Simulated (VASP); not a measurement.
A run of VASP 6.6.1 is set up as follows.

The input INCAR:

```
  PREC = Accurate
  ENCUT = 520
  EDIFF = 1E-6
  ISMEAR = 0
  SIGMA = 0.1
  LREAL = F
  LASPH = T
  NELM = 80
  ALGO = Normal
  ISIF = 2
  LWAVE = F
  LCHARG = F
  GGA = PE
  NBANDS = 26
```

KPOINTS

```
Automatic mesh
0
Gamma
  6 6 6
```

Contents of POSCAR:

```
Ge2Pd
1.0
    1.7004901696      0.9817784572      5.1359153194
   -1.7004901696      0.9817784572      5.1359153194
    0.0000000000     -1.9635569143      5.1359153194
Ge Pd
2 1
Direct
    0.7500000000      0.7500000000      0.7500000000
    0.2500000000      0.2500000000      0.2500000000
    0.0000000000      0.0000000000      0.0000000000
```

Potentials or basis: VASP PAW PBE potentials, release 64 (Ge_d, Pd).

Command:

```console
$ cat potpaw_PBE.64/Ge_d/POTCAR potpaw_PBE.64/Pd/POTCAR > POTCAR
$ mpirun -np 1 vasp_std > vasp.out
```

**Question.** What does it give for the largest force?

**Answer.** 3.770 eV/Å.

**Question.** Estimate the pressure.

**Answer.** 31.7 GPa.

**Question.** Estimate the band gap on the k mesh.

**Answer.** Zero (band 19 reaches 12.66 eV, above the bottom of band 20 at 7.31 eV).

Stress tensor (GPa, compression positive):
```
33.50  0.00  0.00
 0.00 33.50  0.00
 0.00  0.00 28.16
```

Caveat: the k points lie up to 0.36 Å⁻¹ apart; forces of over 1 eV/Å act on the atoms, so gaps and moduli don't describe the material at rest.
